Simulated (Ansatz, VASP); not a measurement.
One calculation of Ir, two programs

The input INCAR:

```
ALGO = Normal
EDIFF = 1E-6
ENCUT = 520
GGA = RE
ISIF = 2
ISMEAR = -1
ISPIN = 2
LASPH = T
LCHARG = F
LMAXMIX = 4
LORBIT = 11
LREAL = F
LWAVE = F
MAGMOM = 1
NBANDS = 14
NELM = 150
PREC = Accurate
SIGMA = 0.05
```

KPOINTS

```
k-points
0
Gamma
  23 23 23
```

File POSCAR:

```
Ir
1.0
    0.0000000000      1.9669034821      1.9669034821
    1.9669034821      0.0000000000      1.9669034821
    1.9669034821      1.9669034821      0.0000000000
Ir
1
Direct
    0.0000000000      0.0000000000      0.0000000000
```

Input for Ansatz:

```yaml
crystal:
  lattice:
    - [0.0, 1.9669034821, 1.9669034821]
    - [1.9669034821, 0.0, 1.9669034821]
    - [1.9669034821, 1.9669034821, 0.0]
  atoms:
    - { symbol: Ir, position: [0.0, 0.0, 0.0], spin: 1.0 }
hamiltonian:
  xc: revpbe
  pseudopotentials:
    kind: paw
    azcp:
      Ir: "pseudopotentials/Ir.paw.azcp"
basis:
  ecutwfc: 420
  fft_grid_basis: typed
kpoints:
  mp_grid: { grid: [23, 23, 23], shift: [0, 0, 0] }
magnetization:
  spin_polarized: true
scf:
  occupations: { method: fermi_dirac, width: 0.05 }
output:
  stress: true
```

Alike in both runs: task single point; functional revPBE; k mesh 23 × 23 × 23; occupations fermi-dirac, width 0.05 eV; collinear spin.

|  | VASP | Ansatz |
| --- | --- | --- |
| version | VASP 6.6.1 | Ansatz 0.2.0 |
| potentials or method | VASP PAW PBE potentials, release 64 (Ir), cutoff 520 eV | plane waves (420 eV) with PAW, scalar-relativistic |
| valence electrons in the cell | 9 | 17 |

|  | VASP | Ansatz | Ansatz less VASP |
| --- | --- | --- | --- |
| pressure (GPa) | -11.9 | -12.2 | -0.28 |
| net moment per atom (μB) | 0.00 | 0.00 | 0.000 |

VASP's potentials were made for PBE, not for revPBE. VASP's potentials hold 9 valence electrons a cell and Ansatz's 17, so a difference there can come from the potentials and not from the codes. Ansatz's warnings: seeded moment not kept.

Neither program's run includes spin-orbit coupling.
